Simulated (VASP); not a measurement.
# RbAsO3 (Pm-3m) in VASP: a series of runs

The runs below take RbAsO3 through single point, with LDA.

All numbers are computed with VASP 6.6.1; they aren't measurements. Logs are shortened: lines on timing, memory, paths and dates and some standing lists are left out, and cuts for length are marked.

### Step 1. The cell of the first run

The structure is cubic, space group Pm-3m (No. 221). The conventional cell has a = 3.786 Å, b = 3.786 Å, c = 3.786 Å, α = 90.00°, β = 90.00°, γ = 90.00°. Rb (site symmetry m-3m) has 12 O at 2.68 Å and 8 As at 3.28 Å within 3.5 Å. Within 2.5 Å of As (site symmetry m-3m) lie 6 O at 1.89 Å. O (site symmetry 4/mmm) has 2 As at 1.89 Å within 2.5 Å.

### Step 2. Single point, LDA

INCAR reads:

```
PREC     = Accurate       # precision mode
ENCUT    = 520            # plane-wave cutoff, eV
EDIFF    = 1E-6           # SCF threshold, eV
ISMEAR   = -1             # smearing method
SIGMA    = 0.1            # smearing width, eV
LREAL    = False          # projectors in reciprocal space
LASPH    = True           # aspherical terms in the spheres
NELM     = 100            # most SCF steps
ALGO     = Normal         # electronic algorithm
ISIF     = 2              # what is computed and relaxed
LWAVE    = False          # write WAVECAR
LCHARG   = False          # write CHGCAR
GGA      = CA             # functional
NBANDS   = 24             # bands
```

KPOINTS reads:

```
Automatic mesh
0
Gamma
  4 4 4
```

POSCAR reads:

```
RbAsO3
1.0
    3.7862196560      0.0000000000      0.0000000000
    0.0000000000      3.7862196560      0.0000000000
    0.0000000000      0.0000000000      3.7862196560
Rb As O
1 1 3
Direct
    0.0000000000      0.0000000000      0.0000000000
    0.5000000000      0.5000000000      0.5000000000
    0.5000000000      0.5000000000      0.0000000000
    0.5000000000      0.0000000000      0.5000000000
    0.0000000000      0.5000000000      0.5000000000
```

Potentials or basis: VASP PAW LDA potentials, release 64 (Rb_sv, As, O).

Launch:

```console
$ cat potpaw_LDA.64/Rb_sv/POTCAR potpaw_LDA.64/As/POTCAR potpaw_LDA.64/O/POTCAR > POTCAR
$ mpirun -np 1 vasp_std > vasp.out
```

OUTCAR:

```text
PREC = Accurate
   ENCUT = 520
   EDIFF = 1E-6
   ISMEAR = -1
   LREAL = False
   LASPH = True
   NELM = 100
   ISIF = 2
   GGA = CA

 ion  position               nearest neighbor table
   1  0.000  0.000  0.000-   3 2.68   4 2.68   5 2.68   4 2.68   5 2.68   3 2.68   5 2.68   5 2.68
                             3 2.68   4 2.68   4 2.68   3 2.68   2 3.28   2 3.28   2 3.28   2 3.28
   2  0.500  0.500  0.500-   3 1.89   4 1.89   5 1.89   3 1.89   4 1.89   5 1.89   1 3.28   1 3.28
                             1 3.28   1 3.28   1 3.28   1 3.28   1 3.28   1 3.28
   3  0.500  0.500  0.000-   2 1.89   2 1.89   1 2.68   1 2.68   1 2.68   1 2.68
   4  0.500  0.000  0.500-   2 1.89   2 1.89   1 2.68   1 2.68   1 2.68   1 2.68
   5  0.000  0.500  0.500-   2 1.89   2 1.89   1 2.68   1 2.68   1 2.68   1 2.68

  LATTYP: Found a simple cubic cell.
 ALAT       =     3.7862196560

  Lattice vectors:

 A1 = (   3.7862196560,   0.0000000000,   0.0000000000)
 A2 = (   0.0000000000,   3.7862196560,   0.0000000000)
 A3 = (   0.0000000000,   0.0000000000,   3.7862196560)

Analysis of symmetry for initial positions (statically):
=====================================================================
 Subroutine PRICEL returns:
 Original cell was already a primitive cell.

 Routine SETGRP: Setting up the symmetry group for a
 simple cubic supercell.

 Subroutine GETGRP returns: Found 48 space group operations
 (whereof 48 operations were pure point group operations)
 out of a pool of 48 trial point group operations.

The static configuration has the point symmetry O_h .

Analysis of symmetry for dynamics (positions and initial velocities):
=====================================================================
 Subroutine PRICEL returns:
 Original cell was already a primitive cell.

 Routine SETGRP: Setting up the symmetry group for a
 simple cubic supercell.

 Subroutine GETGRP returns: Found 48 space group operations
 (whereof 48 operations were pure point group operations)
 out of a pool of 48 trial point group operations.

The dynamic configuration has the point symmetry O_h .

 Subroutine INISYM returns: Found 48 space group operations
 (whereof 48 operations are pure point group operations),
 and found     1 'primitive' translations

----------------------------------------------------------------------------------------

                                     Primitive cell

  volume of cell :      54.2772

  direct lattice vectors                    reciprocal lattice vectors
     3.786219656  0.000000000  0.000000000     0.264115686  0.000000000  0.000000000
     0.000000000  3.786219656  0.000000000     0.000000000  0.264115686  0.000000000
     0.000000000  0.000000000  3.786219656     0.000000000  0.000000000  0.264115686

  length of vectors
     3.786219656  3.786219656  3.786219656     0.264115686  0.264115686  0.264115686

  position of ions in fractional coordinates (direct lattice)
     0.000000000  0.000000000  0.000000000
     0.500000000  0.500000000  0.500000000
     0.500000000  0.500000000  0.000000000
     0.500000000  0.000000000  0.500000000
     0.000000000  0.500000000  0.500000000

  ion indices of the primitive-cell ions
   primitive index   ion index
                 1           1
                 2           2
                 3           3
                 4           4
                 5           5

----------------------------------------------------------------------------------------

 KPOINTS: Automatic mesh

Automatic generation of k-mesh.
 Grid dimensions read from file:
 generate k-points for:    4    4    4

 Generating k-lattice:

  Cartesian coordinates                     Fractional coordinates (reciprocal lattice)
     0.066028921  0.000000000  0.000000000     0.250000000  0.000000000  0.000000000
     0.000000000  0.066028921  0.000000000     0.000000000  0.250000000  0.000000000
     0.000000000  0.000000000  0.066028921     0.000000000  0.000000000  0.250000000

  Length of vectors
     0.066028921  0.066028921  0.066028921

  Shift w.r.t. Gamma in fractional coordinates (k-lattice)
     0.000000000  0.000000000  0.000000000

 Subroutine IBZKPT returns following result:
 ===========================================

 Found     10 irreducible k-points:

 Following reciprocal coordinates:
            Coordinates               Weight
  0.000000  0.000000  0.000000      1.000000
  0.250000  0.000000  0.000000      6.000000
  0.500000  0.000000  0.000000      3.000000
  0.250000  0.250000  0.000000     12.000000
  0.500000  0.250000  0.000000     12.000000
  0.500000  0.500000  0.000000      3.000000
  0.250000  0.250000  0.250000      8.000000
  0.500000  0.250000  0.250000     12.000000
  0.500000  0.500000  0.250000      6.000000
  0.500000  0.500000  0.500000      1.000000
   k-points           NKPTS =     10   k-points in BZ     NKDIM =     10   number of bands    NBANDS=     24
   number of dos      NEDOS =    301   number of ions     NIONS =      5
   total plane-waves  NPLWV =  21952
   dimension x,y,z NGX =    28 NGY =   28 NGZ =   28
   dimension x,y,z NGXF=    56 NGYF=   56 NGZF=   56
   ions per type =               1   1   3
   NGX,Y,Z   is equivalent  to a cutoff of  12.29, 12.29, 12.29 a.u.
   NGXF,Y,Z  is equivalent  to a cutoff of  24.59, 24.59, 24.59 a.u.
 SYSTEM =  unknown system
   PREC   = accura    normal or accurate (medium, high low for compatibility)
   ISTART =      0    job   : 0-new  1-cont  2-samecut
   ICHARG =      2    charge: 1-file 2-atom 10-const
   ISPIN  =      1    spin polarized calculation?
   LNONCOLLINEAR =      F non collinear calculations
   LSORBIT =      F    spin-orbit coupling
   LASPH  =      T    aspherical Exc in radial PAW
   ENCUT  =  520.0 eV  38.22 Ry    6.18 a.u.   7.04  7.04  7.04*2*pi/ulx,y,z
   NELM   =    100;   NELMIN=  2; NELMDL= -5     # of ELM steps
   EDIFF  = 0.1E-05   stopping-criterion for ELM
   LREAL  =      F    real-space projection
   EDIFFG = 0.1E-04   stopping-criterion for IOM
   NSW    =      0    number of steps for IOM
   IBRION =     -1    ionic relax: 0-MD 1-quasi-New 2-CG
   NFREE  =      0    steps in history (QN), initial steepest desc. (CG)
   ISIF   =      2    stress and relaxation
   ISYM   =      2    0-nonsym 1-usesym 2-fastsym
   POTIM  = 0.5000    time-step for ionic-motion
   TEBEG  =    0.0;   TEEND  =   0.0 temperature during run
   PSTRESS=    0.0 pullay stress
   NELECT =      32.0000    total number of electrons
   NUPDOWN=      -1.0000    fix difference up-down
   EMIN   =  10.00;   EMAX   =-10.00  energy-range for DOS
   EFERMI =   0.00;   METHOD = LEGACY
   ISMEAR =    -1;   SIGMA  =   0.10  broadening in eV -4-tet -1-fermi 0-gaus
   EFERMI_NEDOS =   21; number of points for ismear=-14 and -15
   IALGO  =     38    algorithm
   IMIX   =      4    mixing-type and parameters
     AMIX     =   0.40;   BMIX     =  1.00
     AMIX_MAG =   1.60;   BMIX_MAG =  1.00
  volume/ion in A,a.u.               =      10.86        73.26
  Fermi-wavevector in a.u.,A,eV,Ry     =   1.372732  2.594087 25.638717  1.884393
  Thomas-Fermi vector in A             =   2.498312
   LORBIT       =      0    0 simple, 1 ext, 2 COOP (PROOUT), +10 PAW based schemes
   GGA     = CA    functional components
   LHFCALC =     F    Hartree Fock is set to
   AEXX    =    0.0000 exact exchange contribution
   IVDW    =     0    specifies the selected vdW correction
   LEPSILON=     F    determine dielectric tensor
   LRPA    =     F    only Hartree local field effects (RPA)
 non-spin polarized calculation
  energy-cutoff  :      520.00
  volume of cell :       54.28
 maximum number of plane-waves:      1492
   NGX = 15   NGY = 15   NGZ = 15

 number of electron      31.9999978 magnetization

 Free energy of the ion-electron system (eV)
  ---------------------------------------------------
  ext. energy  EPLUGINS =         0.00000000
  ---------------------------------------------------
  free energy    TOTEN  =       -29.29074970 eV

  energy without entropy =      -29.24750528  energy(sigma->0) =      -29.26912749

 E-fermi :   3.5717     XC(G=0): -12.0586

 val. band max:        3.5646776790   @ k =   0.5000   0.5000   0.5000
 cond. band min:       4.3112417575   @ k =   0.2500   0.2500   0.0000
 fundamental gap:      0.7465640785
 Fermi energy:         3.5716898827

 k-point     1 :       0.0000    0.0000    0.0000
  band No.  band energies     occupation
      1     -19.7428      2.00000
      2     -16.0908      2.00000
      3     -12.7073      2.00000
      4     -12.7073      2.00000
      5      -5.1856      2.00000
      6      -5.1856      2.00000
[... 16 lines left out ...]
     23      13.2501      0.00000
     24      15.9562      0.00000

 k-point     2 :       0.2500    0.0000    0.0000
  band No.  band energies     occupation
      1     -19.5781      2.00000
      2     -16.0476      2.00000
      3     -13.3159      2.00000
      4     -12.6845      2.00000
      5      -4.8030      2.00000
      6      -4.8030      2.00000
[... 16 lines left out ...]
     23      14.0593      0.00000
     24      14.6826      0.00000

 k-point     3 :       0.5000    0.0000    0.0000
  band No.  band energies     occupation
      1     -19.3926      2.00000
      2     -16.0058      2.00000
      3     -13.8796      2.00000
      4     -12.6617      2.00000
      5      -4.8360      2.00000
      6      -3.9264      2.00000
[... 16 lines left out ...]
     23      15.2877      0.00000
     24      15.9681      0.00000

 k-point     4 :       0.2500    0.2500    0.0000
  band No.  band energies     occupation
      1     -19.4517      2.00000
      2     -15.8682      2.00000
      3     -13.5117      2.00000
      4     -13.0435      2.00000
      5      -6.0454      2.00000
      6      -4.4597      2.00000
[... 16 lines left out ...]
     23      14.6684      0.00000
     24      14.8986      0.00000

 k-point     5 :       0.5000    0.2500    0.0000
  band No.  band energies     occupation
      1     -19.3151      2.00000
      2     -15.6107      2.00000
      3     -14.0026      2.00000
      4     -13.1733      2.00000
      5      -6.6548      2.00000
      6      -3.9335      2.00000
[... 16 lines left out ...]
     23      15.7275      0.00000
     24      15.9281      0.00000

 k-point     6 :       0.5000    0.5000    0.0000
  band No.  band energies     occupation
      1     -19.2337      2.00000
      2     -14.8028      2.00000
      3     -14.1314      2.00000
      4     -14.1314      2.00000
      5      -7.2900      2.00000
      6      -4.0762      2.00000
[... 16 lines left out ...]
     23      16.0462      0.00000
     24      16.0462      0.00000

 k-point     7 :       0.2500    0.2500    0.2500
  band No.  band energies     occupation
      1     -19.3556      2.00000
      2     -15.6246      2.00000
      3     -13.4566      2.00000
      4     -13.4566      2.00000
      5      -7.4797      2.00000
      6      -4.3367      2.00000
[... 16 lines left out ...]
     23      14.8981      0.00000
     24      16.1723      0.00000

 k-point     8 :       0.5000    0.2500    0.2500
  band No.  band energies     occupation
      1     -19.2546      2.00000
      2     -15.2353      2.00000
      3     -14.0281      2.00000
      4     -13.3997      2.00000
      5      -8.2395      2.00000
      6      -4.4785      2.00000
[... 16 lines left out ...]
     23      15.4884      0.00000
     24      16.6194      0.00000

 k-point     9 :       0.5000    0.5000    0.2500
  band No.  band energies     occupation
      1     -19.1921      2.00000
      2     -14.4612      2.00000
      3     -14.0581      2.00000
      4     -14.0581      2.00000
      5      -9.1192      2.00000
      6      -4.6141      2.00000
[... 16 lines left out ...]
     23      15.7833      0.00000
     24      16.1306      0.00000

 k-point    10 :       0.5000    0.5000    0.5000
  band No.  band energies     occupation
      1     -19.1496      2.00000
      2     -13.9821      2.00000
      3     -13.9821      2.00000
      4     -13.9821      2.00000
      5     -10.4668      2.00000
      6      -5.0725      2.00000
[... 16 lines left out ...]
     23      15.3635      0.00000
     24      17.3437      0.00000

------------------------ aborting loop because EDIFF is reached ----------------------------------------

  FORCE on cell =-STRESS in cart. coord.  units (eV):
  Direction    XX          YY          ZZ          XY          YZ          ZX
  --------------------------------------------------------------------------------------
  -------------------------------------------------------------------------------------
  Total        1.6402582      1.6402582      1.6402582      0.0000000     -0.0000000      0.0000000
  in kB       48.4178354     48.4178354     48.4178354      0.0000000     -0.0000000      0.0000000
  external PRESSURE =      48.4178354 kB  Pullay stress =       0.0000000 kB

 VOLUME and BASIS-vectors are now :
 -----------------------------------------------------------------------------
  energy-cutoff  :      520.00
  volume of cell :       54.28
      direct lattice vectors                 reciprocal lattice vectors
     3.786219656  0.000000000  0.000000000     0.264115686  0.000000000  0.000000000
     0.000000000  3.786219656  0.000000000     0.000000000  0.264115686  0.000000000
     0.000000000  0.000000000  3.786219656     0.000000000  0.000000000  0.264115686

 POSITION                                       TOTAL-FORCE (eV/Angst)
 -----------------------------------------------------------------------------------
      0.00000      0.00000      0.00000         0.000000      0.000000      0.000000
      1.89311      1.89311      1.89311         0.000000      0.000000      0.000000
      1.89311      1.89311      0.00000         0.000000      0.000000      0.000000
      1.89311      0.00000      1.89311         0.000000      0.000000      0.000000
      0.00000      1.89311      1.89311         0.000000      0.000000      0.000000
 -----------------------------------------------------------------------------------
    total drift:                                0.000000      0.000000      0.000000

  FREE ENERGIE OF THE ION-ELECTRON SYSTEM (eV)
  ---------------------------------------------------
  free  energy   TOTEN  =       -29.2907497018 eV

  energy  without entropy=      -29.2475052808  energy(sigma->0) =      -29.26912749
```

It used 8.6 s of CPU time on 1 thread of AMD EPYC 7R13 Processor (Zen 3) (shared host).

What came out:

* Free energy: -29.2907 eV
* Pressure: 4.8 GPa
* Band gap on the k mesh: zero (band 16 reaches 3.56 eV, above the bottom of band 17 at 3.12 eV)

Caveat: the k points lie up to 0.41 Å⁻¹ apart.

### Step 3. Single point, LDA

This run uses another cell than the first one, of 11.16 Å³/atom, 1.028 times its volume.

INCAR reads:

```
ALGO = Normal
EDIFF = 1E-7
ENCUT = 520
GGA = CA
ISIF = 2
ISMEAR = -1
LASPH = True
LCHARG = False
LREAL = False
LWAVE = False
NBANDS = 24
NELM = 80
PREC = Accurate
SIGMA = 0.1
```

KPOINTS reads:

```
k-points
0
Gamma
  4 4 4
```

Edit POSCAR of step 2 so:

```diff
@@ -2,5 +2,5 @@
 1.0
-    3.7862196560      0.0000000000      0.0000000000
-    0.0000000000      3.7862196560      0.0000000000
-    0.0000000000      0.0000000000      3.7862196560
+    3.8217179710      0.0000000000      0.0000000000
+    0.0000000000      3.8217179710      0.0000000000
+    0.0000000000      0.0000000000      3.8217179710
 Rb As O
```

Potentials or basis: VASP PAW LDA potentials, release 64 (Rb_sv, As, O).

Launch:

```console
$ cat potpaw_LDA.64/Rb_sv/POTCAR potpaw_LDA.64/As/POTCAR potpaw_LDA.64/O/POTCAR > POTCAR
$ mpirun -np 1 vasp_std > vasp.out
```

It used 9.1 s of CPU time on 1 thread of AMD EPYC 7R13 Processor (Zen 3) (shared host).

The run converged. Its results:

| Item | Value |
| --- | --- |
| Free energy | -29.3184 eV |
| Pressure | 0.5 GPa |
| Band gap on the k mesh | zero (band 16 reaches 3.29 eV, above the bottom of band 17 at 2.82 eV) |

Levels at points of the mesh, in eV from the Fermi level:
| k point | band 14 | band 15 | band 16 | band 17 | band 18 | band 19 |
| --- | --- | --- | --- | --- | --- | --- |
| (0.00, 0.00, 0.00) | -1.21 | -0.45 | -0.45 | -0.45 | 8.03 | 8.03 |
| (0.50, 0.00, 0.00) | -1.34 | -1.28 | -1.28 | 1.89 | 7.13 | 10.03 |
| (0.50, 0.50, 0.00) | -1.23 | -1.23 | -0.04 | 4.35 | 5.94 | 5.94 |
| (0.50, 0.50, 0.50) | 0.02 | 0.02 | 0.02 | 4.49 | 4.49 | 4.49 |

Caveat: the k points lie up to 0.41 Å⁻¹ apart.
